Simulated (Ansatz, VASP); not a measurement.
**Two plane-wave programs on WSe2**

```
CELL_PARAMETERS angstrom
1.64330 0.94876 6.49727
-1.64330 0.94876 6.49727
0.00000 -1.89752 6.49727
ATOMIC_POSITIONS crystal
W 0.00000 0.00000 0.00000
Se 0.24626 0.24626 0.24626
Se 0.75374 0.75374 0.75374
```

Alike in both runs: task single point; functional PBE; k mesh 4 × 4 × 4; occupations fermi-dirac, width 0.02 eV; no spin polarisation.

|  | VASP | Ansatz |
| --- | --- | --- |
| version | VASP 6.6.1 | Ansatz 0.2.0 |
| potentials or method | VASP PAW PBE potentials, release 64 (W_sv, Se) | plane waves |
| plane-wave cutoff (eV) | 520 | 420 |
| valence electrons in the cell | 26 | 46 |

|  | VASP | Ansatz | Ansatz less VASP |
| --- | --- | --- | --- |
| pressure (GPa) | 3.5 | 3.2 | -0.28 |
| traceless stress, the component that is largest in VASP (GPa) | 2.23 | 2.19 | -0.040 |
| rms of the force components (eV/Å) | 0.231 | 0.212 | -0.0184 |

Atom by atom the forces differ by 0.018 eV/Å (rms over components). With one functional, cell and mesh, what is left measures potentials, basis and numerics. VASP's potentials hold 26 valence electrons a cell and Ansatz's 46, so a difference there can come from the potentials and not from the codes.

The k mesh is coarse, so the values compare programs but aren't converged. Neither program's run includes spin-orbit coupling.
